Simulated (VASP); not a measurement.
# Bi (P6/mmm) in VASP: notebook

Bi is run at these levels: PBE; tasks: single point.

Everything below comes from runs of VASP 6.6.1. Logs are shortened: lines on timing, memory, paths and dates and some standing lists are left out, and cuts for length are marked.

**1. The cell of the first run**

Symmetry: P6/mmm, No. 191, hexagonal system. Conventional cell: a = 5.808 Å, b = 5.808 Å, c = 3.419 Å, α = 90.00°, β = 90.00°, γ = 120.00°. Within 4.5 Å of Bi (site symmetry 6/mmm) lie 14 Bi at 3.42 to 3.76 Å. Within 4.4 Å of Bi (site symmetry -6m2) lie 11 Bi at 3.35 to 3.76 Å.

**2. Single point, PBE (volume scaled by 1.04)**

Contents of INCAR:

```
SYSTEM = Bi
ALGO = Normal
EDIFF = 1E-7
ENCUT = 520
GGA = PE
ISIF = 2
ISMEAR = -1
LASPH = .True.
LCHARG = .False.
LREAL = .False.
LWAVE = .False.
NBANDS = 30
NELM = 100
PREC = Accurate
SIGMA = 0.1
```

Contents of KPOINTS:

```
k-points
0
Gamma
  7 7 11
  0 0 0
```

Contents of POSCAR:

```
Bi
1.0
    5.8077305809      0.0000000000      0.0000000000
   -2.9038652905      5.0296422214      0.0000000000
    0.0000000000      0.0000000000      3.4189110199
Bi
3
Direct
    1.0000000000      1.0000000000      0.0000000000
    0.3333333333      0.6666666667      0.5000000000
    0.6666666667      0.3333333333      0.5000000000
```

Potentials or basis: VASP PAW PBE potentials, release 64 (Bi_d).

On the command line:

```bash
$ cat potpaw_PBE.64/Bi_d/POTCAR > POTCAR
$ mpirun -np 1 vasp_std > vasp.out
```

OUTCAR:

```text
SYSTEM = Bi
   EDIFF = 1E-7
   ENCUT = 520
   GGA = PE
   ISIF = 2
   ISMEAR = -1
   LASPH = .True.
   LREAL = .False.
   NELM = 100
   PREC = Accurate

 ion  position               nearest neighbor table
   1  0.000  0.000  0.000-   2 3.76   3 3.76   2 3.76   3 3.76   3 3.76   3 3.76   2 3.76   2 3.76
                             3 3.76   3 3.76   2 3.76   2 3.76
   2  0.333  0.667  0.500-   3 3.35   3 3.35   3 3.35   1 3.76   1 3.76   1 3.76   1 3.76   1 3.76
                             1 3.76
   3  0.667  0.333  0.500-   2 3.35   2 3.35   2 3.35   1 3.76   1 3.76   1 3.76   1 3.76   1 3.76
                             1 3.76

  LATTYP: Found a hexagonal cell.
 ALAT       =     5.8077305809
 C/A-ratio  =     0.5886827862

  Lattice vectors:

 A1 = (   5.8077305809,   0.0000000000,   0.0000000000)
 A2 = (  -2.9038652905,   5.0296422214,   0.0000000000)
 A3 = (   0.0000000000,   0.0000000000,   3.4189110199)

Analysis of symmetry for initial positions (statically):
=====================================================================
 Subroutine PRICEL returns:
 Original cell was already a primitive cell.

 Routine SETGRP: Setting up the symmetry group for a
 hexagonal supercell.

 Subroutine GETGRP returns: Found 24 space group operations
 (whereof 24 operations were pure point group operations)
 out of a pool of 24 trial point group operations.

The static configuration has the point symmetry D_6h.

Analysis of symmetry for dynamics (positions and initial velocities):
=====================================================================
 Subroutine PRICEL returns:
 Original cell was already a primitive cell.

 Routine SETGRP: Setting up the symmetry group for a
 hexagonal supercell.

 Subroutine GETGRP returns: Found 24 space group operations
 (whereof 24 operations were pure point group operations)
 out of a pool of 24 trial point group operations.

The dynamic configuration has the point symmetry D_6h.

 Subroutine INISYM returns: Found 24 space group operations
 (whereof 24 operations are pure point group operations),
 and found     1 'primitive' translations

----------------------------------------------------------------------------------------

                                     Primitive cell

  volume of cell :      99.8691

  direct lattice vectors                    reciprocal lattice vectors
[... 87 lines left out ...]
   ENCUT  =  520.0 eV  38.22 Ry    6.18 a.u.  10.80 10.80  6.36*2*pi/ulx,y,z
   NELM   =    100;   NELMIN=  2; NELMDL= -5     # of ELM steps
   EDIFF  = 0.1E-06   stopping-criterion for ELM
   LREAL  =      F    real-space projection
   EDIFFG = 0.1E-05   stopping-criterion for IOM
   NSW    =      0    number of steps for IOM
   IBRION =     -1    ionic relax: 0-MD 1-quasi-New 2-CG
   NFREE  =      0    steps in history (QN), initial steepest desc. (CG)
   ISIF   =      2    stress and relaxation
   ISYM   =      2    0-nonsym 1-usesym 2-fastsym
   POTIM  = 0.5000    time-step for ionic-motion
   TEBEG  =    0.0;   TEEND  =   0.0 temperature during run
   PSTRESS=    0.0 pullay stress
   NELECT =      45.0000    total number of electrons
   NUPDOWN=      -1.0000    fix difference up-down
   EMIN   =  10.00;   EMAX   =-10.00  energy-range for DOS
   EFERMI =   0.00;   METHOD = LEGACY
   ISMEAR =    -1;   SIGMA  =   0.10  broadening in eV -4-tet -1-fermi 0-gaus
   EFERMI_NEDOS =   21; number of points for ismear=-14 and -15
   IALGO  =     38    algorithm
   IMIX   =      4    mixing-type and parameters
     AMIX     =   0.40;   BMIX     =  1.00
     AMIX_MAG =   1.60;   BMIX_MAG =  1.00
  volume/ion in A,a.u.               =      33.29       224.65
  Fermi-wavevector in a.u.,A,eV,Ry     =   1.255072  2.371742 21.431966  1.575205
  Thomas-Fermi vector in A             =   2.388846
   LORBIT       =      0    0 simple, 1 ext, 2 COOP (PROOUT), +10 PAW based schemes
   GGA     = PE    functional components
   LHFCALC =     F    Hartree Fock is set to
   AEXX    =    0.0000 exact exchange contribution
   IVDW    =     0    specifies the selected vdW correction
   LEPSILON=     F    determine dielectric tensor
   LRPA    =     F    only Hartree local field effects (RPA)
 non-spin polarized calculation
  energy-cutoff  :      520.00
  volume of cell :       99.87
 maximum number of plane-waves:      2725
 NGX is ok and might be reduce to    48
   NGX = 21   NGY = 21   NGZ = 13

 number of electron      44.9999988 magnetization

 Free energy of the ion-electron system (eV)
  ---------------------------------------------------
  ext. energy  EPLUGINS =         0.00000000
  ---------------------------------------------------
  free energy    TOTEN  =       -11.23566313 eV

  energy without entropy =      -11.15862010  energy(sigma->0) =      -11.19714161

 E-fermi :   7.0940     XC(G=0):  -9.9652

 val. band max:        7.0922452007   @ k =   0.4286   0.1429   0.4545
 cond. band min:       7.1127555419   @ k =   0.4286   0.0000   0.2727
 fundamental gap:      0.0205103412
 Fermi energy:         7.0940155551

 k-point     1 :       0.0000    0.0000    0.0000
  band No.  band energies     occupation
      1     -15.9588      2.00000
      2     -15.9131      2.00000
      3     -15.8705      2.00000
      4     -15.8669      2.00000
      5     -15.8669      2.00000
      6     -15.8201      2.00000
[... 781 lines left out ...]
     29      14.2299      0.00000
     30      14.3182      0.00000

 [... further k-points ...]

------------------------ aborting loop because EDIFF is reached ----------------------------------------

  FORCE on cell =-STRESS in cart. coord.  units (eV):
  Direction    XX          YY          ZZ          XY          YZ          ZX
  --------------------------------------------------------------------------------------
  -------------------------------------------------------------------------------------
  Total       -1.2111334     -1.2111334     -0.8148870      0.0000000     -0.0000000      0.0000000
  in kB      -19.4299294    -19.4299294    -13.0730405      0.0000000     -0.0000000      0.0000000
  external PRESSURE =     -17.3109664 kB  Pullay stress =       0.0000000 kB

 VOLUME and BASIS-vectors are now :
 -----------------------------------------------------------------------------
  energy-cutoff  :      520.00
  volume of cell :       99.87
      direct lattice vectors                 reciprocal lattice vectors
     5.807730581  0.000000000  0.000000000     0.172184296  0.099410650  0.000000000
    -2.903865291  5.029642221  0.000000000     0.000000000  0.198821299  0.000000000
     0.000000000  0.000000000  3.418911020     0.000000000  0.000000000  0.292490794

 POSITION                                       TOTAL-FORCE (eV/Angst)
 -----------------------------------------------------------------------------------
      0.00000      0.00000      0.00000        -0.000000      0.000000      0.000000
     -0.00000      3.35309      1.70946        -0.000000      0.000000      0.000000
      2.90387      1.67655      1.70946         0.000000     -0.000000     -0.000000
 -----------------------------------------------------------------------------------
    total drift:                               -0.000000      0.000000     -0.000000

  FREE ENERGIE OF THE ION-ELECTRON SYSTEM (eV)
  ---------------------------------------------------
  free  energy   TOTEN  =       -11.2356631310 eV

  energy  without entropy=      -11.1586200985  energy(sigma->0) =      -11.19714161
```

OSZICAR:

```text
N       E                     dE             d eps       ncg     rms          rms(c)
DAV:   1     0.504338794183E+03    0.50434E+03   -0.23283E+04  2880   0.180E+03
DAV:   2     0.379796193381E+02   -0.46636E+03   -0.45706E+03  2880   0.498E+02
DAV:   3    -0.921892538476E+01   -0.47199E+02   -0.46172E+02  3414   0.175E+02
DAV:   4    -0.111362631630E+02   -0.19173E+01   -0.19132E+01  3346   0.375E+01
DAV:   5    -0.112447511558E+02   -0.10849E+00   -0.10848E+00  4444   0.799E+00    0.797E-01
DAV:   6    -0.112350582406E+02    0.96929E-02   -0.36911E-02  3404   0.220E+00    0.487E-01
DAV:   7    -0.112352461764E+02   -0.18794E-03   -0.22821E-02  3374   0.147E+00    0.167E-01
DAV:   8    -0.112356131925E+02   -0.36702E-03   -0.13041E-03  3338   0.366E-01    0.425E-02
DAV:   9    -0.112356634386E+02   -0.50246E-04   -0.15737E-04  4190   0.131E-01    0.110E-02
DAV:  10    -0.112356629098E+02    0.52882E-06   -0.54159E-06  3874   0.196E-02    0.385E-03
DAV:  11    -0.112356631348E+02   -0.22499E-06   -0.10800E-06  3280   0.770E-03    0.686E-04
DAV:  12    -0.112356631310E+02    0.37162E-08   -0.88838E-08  2076   0.376E-03
   1 F= -.11235663E+02 E0= -.11197142E+02  d E =-.770430E-01
```

stdout:

```text
POSCAR found type information on POSCAR Bi
 POSCAR found :  1 types and       3 ions
 scaLAPACK will be used
 LDA part: xc-table for (Slater+PW92), standard interpolation
 POSCAR, INCAR and KPOINTS ok, starting setup
 FFT: planning ... GRIDC
 FFT: planning ... GRID_SOFT
 FFT: planning ... GRID
 WAVECAR not read
 entering main loop
```

Wall time 84 s (1 thread of AMD EPYC 9R14 (Zen 4), shared host); peak memory 0.26 GiB.

What came out:

- Free energy: -11.2357 eV
- Pressure: -1.7 GPa

Stress tensor (GPa, compression positive):
```
-1.94  0.00  0.00
 0.00 -1.94  0.00
 0.00  0.00 -1.31
```

Caveat: spin-orbit coupling is left out, which moves the levels of the heavy elements.

**3. Single point, PBE (volume scaled by 1.08)**

Contents of INCAR:

```
SYSTEM = Bi
PREC = Accurate
ENCUT = 520
EDIFF = 1E-6
ISMEAR = -1
SIGMA = 0.1
LREAL = .FALSE.
LASPH = .TRUE.
NELM = 80
ALGO = Normal
ISIF = 2
LWAVE = .FALSE.
LCHARG = .TRUE.
GGA = PE
LELF = .TRUE.
LVHAR = .TRUE.
NBANDS = 30
```

Contents of KPOINTS:

```
regular mesh
0
G
  7 7 11
  0 0 0
```

Contents of POSCAR:

```
Bi
1.0
    5.8812539630      0.0000000000      0.0000000000
   -2.9406269815      5.0933153381      0.0000000000
    0.0000000000      0.0000000000      3.4621929693
Bi
3
Direct
    1.0000000000      1.0000000000      0.0000000000
    0.3333333333      0.6666666667      0.5000000000
    0.6666666667      0.3333333333      0.5000000000
```

Potentials or basis: VASP PAW PBE potentials, release 64 (Bi_d).

On the command line:

```bash
$ cat potpaw_PBE.64/Bi_d/POTCAR > POTCAR
$ mpirun -np 1 vasp_std > vasp.out
```

Run time: 84 s. Hardware: 1 thread of AMD EPYC 9R14 (Zen 4), shared host; peak memory 0.26 GiB.

The run converged. Its results:

- Free energy: -11.1777 eV
- Pressure: -3.2 GPa

Stress tensor (GPa, compression positive):
```
-3.34  0.00  0.00
 0.00 -3.34  0.00
 0.00  0.00 -2.92
```

Levels at points of the mesh, in eV from the Fermi level:
```
           k point  band 19  band 20  band 21  band 22  band 23  band 24  band 25  band 26
(0.00, 0.00, 0.00)    -3.07    -3.07    -2.86    -2.86     1.64     4.27     4.27     4.79
```

Caveat: spin-orbit coupling is left out, which moves the levels of the heavy elements.
